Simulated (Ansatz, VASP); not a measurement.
Ca in VASP and in Ansatz

```
Ca
1.0
     3.57124    0.00000    0.00000
     0.00000    3.57124    0.00000
     0.00000    0.00000    3.57124
Ca
1
Cartesian
  0.0000 0.0000 0.0000
```

Alike in both runs: task relaxation of cell and atoms; functional PBE; k mesh 12 × 12 × 12; occupations fermi-dirac, width 0.1 eV; no spin polarisation.

|  | VASP | Ansatz |
| --- | --- | --- |
| version | VASP 6.6.1 | Ansatz 0.2.0 |
| potentials or method | VASP PAW PBE potentials, release 64 (Ca_sv) | PAW with Ansatz's default frozen-core files, scalar-relativistic |
| plane-wave cutoff (eV) | 600 | 420 |
| valence electrons in the cell | 10 | 10 |

VASP gave:

```
relaxed volume (Å³/atom)                                        : 43.87
relaxed length of the cell vector where the two differ most in proportion (Å) : 3.527
```

Estimate Ansatz's values.

relaxed volume (Å³/atom): 43.69; relaxed length of the cell vector where the two differ most in proportion (Å): 3.522.
